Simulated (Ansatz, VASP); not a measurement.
## Two plane-wave programs on In3As

```
In As
1.0
     5.16315    0.00000    0.00000
    -2.58157    4.47142    0.00000
     0.00000    0.00000    5.75878
In As
3 1
Direct
  0.33333 0.66667 0.85554
  0.66667 0.33333 0.85554
  0.00000 0.00000 0.53579
  0.00000 0.00000 0.06174
```

Alike in both runs: functional PBE; k mesh 12 × 12 × 8; occupations gaussian, width 0.1 eV; no spin polarisation.

Ansatz relaxed the structure, and its values are those at the end. VASP's run is a single point on that final structure, the one shown.

|  | VASP | Ansatz |
| --- | --- | --- |
| version | VASP 6.6.1 | Ansatz 0.2.0 |
| potentials or method | VASP PAW PBE potentials, release 64 (In_d, As), cutoff 520 eV | scalar-relativistic, plane waves, PAW |
| valence electrons in the cell | 44 | 54 |

```csv
,VASP,Ansatz,Ansatz less VASP
gap on the k mesh at the Fermi level (eV),none,none,-
pressure (GPa),0.0,0.0,+0.01
```

A gap of «none» marks a metal or a gap that the smearing closes. The functional is the same, so the differences come from potentials, cutoffs and numerics. VASP's potentials hold 44 valence electrons a cell and Ansatz's 54, so a difference there can come from the potentials and not from the codes.
